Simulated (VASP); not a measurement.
A run of VASP 6.6.1 is set up as follows.

INCAR

```
PREC = Accurate
ENCUT = 520
EDIFF = 1E-8
ISMEAR = 0
SIGMA = 0.01
LREAL = False
LASPH = True
NELM = 60
ALGO = Normal
ISIF = 2
LWAVE = False
LCHARG = False
GGA = PE
IBRION = 8
NSW = 1
LEPSILON = True
```

The input KPOINTS:

```
regular mesh
0
Gamma
  10 10 10
```

Contents of POSCAR:

```
AgCl
1.0
    0.0000000000      2.5528870611      2.5528870611
    2.5528870611      0.0000000000      2.5528870611
    2.5528870611      2.5528870611      0.0000000000
Ag Cl
1 1
Direct
    0.5000000000      0.5000000000      0.5000000000
    0.0000000000      0.0000000000      0.0000000000
```

Potentials or basis: VASP PAW PBE potentials, release 64 (Ag, Cl).

Command:

```console
$ cat potpaw_PBE.64/Ag/POTCAR potpaw_PBE.64/Cl/POTCAR > POTCAR
$ mpirun -np 1 vasp_std > vasp.out
```

What does it give for the electronic dielectric tensor (diagonal)?

6.02.

Estimate the Born charges (mean of the diagonal).

Ag +1.32; Cl -1.32 e.

Estimate the highest phonon frequency at Γ, LO-TO splitting left out.

215 cm⁻¹.

Born effective charge tensors (e):
atom 1, Ag
```
1.32 0.00 0.00
0.00 1.32 0.00
0.00 0.00 1.32
```
atom 2, Cl
```
-1.32  0.00  0.00
 0.00 -1.32  0.00
 0.00  0.00 -1.32
```

Caveat: the cell wasn't relaxed at this level first, which shifts response properties.
